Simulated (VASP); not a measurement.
Input of a VASP 6.6.1 run:

Contents of INCAR:

```
SYSTEM = MgO
PREC     = Accurate       ! precision mode
ENCUT    = 520            ! plane-wave cutoff, eV
EDIFF    = 1E-6           ! SCF threshold, eV
ISMEAR   = 0              ! smearing method
SIGMA    = 0.05           ! smearing width, eV
LREAL    = .False.        ! projectors in reciprocal space
LASPH    = .True.         ! aspherical terms in the spheres
NELM     = 60             ! most SCF steps
ALGO     = Normal         ! electronic algorithm
ISIF     = 2              ! what is computed and relaxed
LWAVE    = .False.        ! write WAVECAR
LCHARG   = .True.         ! write CHGCAR
GGA      = PS             ! functional
LELF     = .True.         ! ELF
LVHAR    = .True.       
NBANDS   = 16             ! bands
```

The input KPOINTS:

```
Automatic mesh
0
Gamma
  9 9 6
  0 0 0
```

Contents of POSCAR:

```
MgO
1.0
    3.2399209199      0.0000000000      0.0000000000
   -1.6199604600      2.8058538229      0.0000000000
    0.0000000000      0.0000000000      5.2182166336
Mg O
2 2
Direct
    0.3333333333      0.6666666667      0.0036583380
    0.6666666667      0.3333333333      0.5036583380
    0.3333333333      0.6666666667      0.4009416620
    0.6666666667      0.3333333333      0.9009416620
```

Potentials or basis: VASP PAW PBE potentials, release 64 (Mg, O).

Launch:

```console
$ cat potpaw_PBE.64/Mg/POTCAR potpaw_PBE.64/O/POTCAR > POTCAR
$ mpirun -np 1 vasp_std > vasp.out
```

Question: Estimate the pressure.

Answer: 0.9 GPa.

Question: What does it give for the band gap on the k mesh?

Answer: 3.45 eV, direct.

Question: What does it give for the largest force?

Answer: 0.495 eV/Å.

Forces in eV/Å, atoms in the order of the input:
```
Mg   0.000  0.000  0.495
Mg   0.000  0.000  0.495
O    0.000  0.000 -0.495
O    0.000  0.000 -0.495
```

Caveat: the PAW data sets were made with another functional, which shifts forces and pressure a little. A k mesh can miss the band edges.
